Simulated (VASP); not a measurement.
Wanted: the native input for a VASP 6.6.1 run.

| Property | Result |
| --- | --- |
| Task | single point |
| Functional | r2SCAN |
| Potentials or basis | VASP PAW PBE potentials, release 64 (Ga_d, N) |
| Cutoff | 520 eV |
| k mesh | 10 × 10 × 10 |
| Occupations | gaussian, width 0.05 eV |
| Spin | no spin polarisation |
| Dipole correction | no |
| Further INCAR settings | ALGO = Normal; EDIFF = 1e-06; NBANDS = 16 |

The system is GaN.

```xyz
2
Lattice="0.0000 2.3662 2.3662 2.3662 0.0000 2.3662 2.3662 2.3662 0.0000" Properties=species:S:1:pos:R:3 pbc="T T T"
Ga    0.0000    0.0000    0.0000
N     3.5493    3.5493    3.5493
```

This cell differs from its parent crystal: strain +0.050 along x and y, +0.050 along z.

These files were run (other wordings do the same):

POSCAR

```
GaN
1.0
    0.0000000000      2.3661756379      2.3661756379
    2.3661756379      0.0000000000      2.3661756379
    2.3661756379      2.3661756379      0.0000000000
Ga N
1 1
Direct
    0.0000000000      0.0000000000      0.0000000000
    0.7500000000      0.7500000000      0.7500000000
```

INCAR.step1

```
SYSTEM = GaN
PREC = Accurate
ENCUT = 520
ISMEAR = 0
SIGMA = 0.05
LREAL = .False.
LASPH = .True.
NELM = 100
NBANDS = 16
GGA = PE
ALGO = Normal
EDIFF = 1E-4
LWAVE = .True.
LCHARG = .False.
```

INCAR.step2

```
SYSTEM = GaN
PREC = Accurate
ENCUT = 520
EDIFF = 1E-6
ISMEAR = 0
SIGMA = 0.05
LREAL = .False.
LASPH = .True.
NELM = 100
ALGO = Normal
ISIF = 2
LWAVE = .False.
LCHARG = .False.
METAGGA = R2SCAN
LMIXTAU = .True.
NBANDS = 16
ISTART = 1
```

KPOINTS

```
Automatic mesh
0
Gamma
  10 10 10
  0 0 0
```

Potentials or basis: VASP PAW PBE potentials, release 64 (Ga_d, N).

The run is started by

```console
$ cat potpaw_PBE.64/Ga_d/POTCAR potpaw_PBE.64/N/POTCAR > POTCAR
$ cp INCAR.step1 INCAR
$ mpirun -np 1 vasp_std > vasp.out
$ cp INCAR.step2 INCAR
$ mpirun -np 1 vasp_std > vasp.out
```

It gave:

The pressure is -20.8 GPa. The band gap on the k mesh is 1.15 eV.

Caveat: the cell differs from its parent crystal (strain +0.050 along x and y, +0.050 along z); the cell stands under tension; the PAW data sets were made with another functional, which shifts forces and pressure a little.

It took 2.8 min on 1 thread of Intel Xeon 8259CL, with other jobs on the host, peak memory 0.17 GiB.
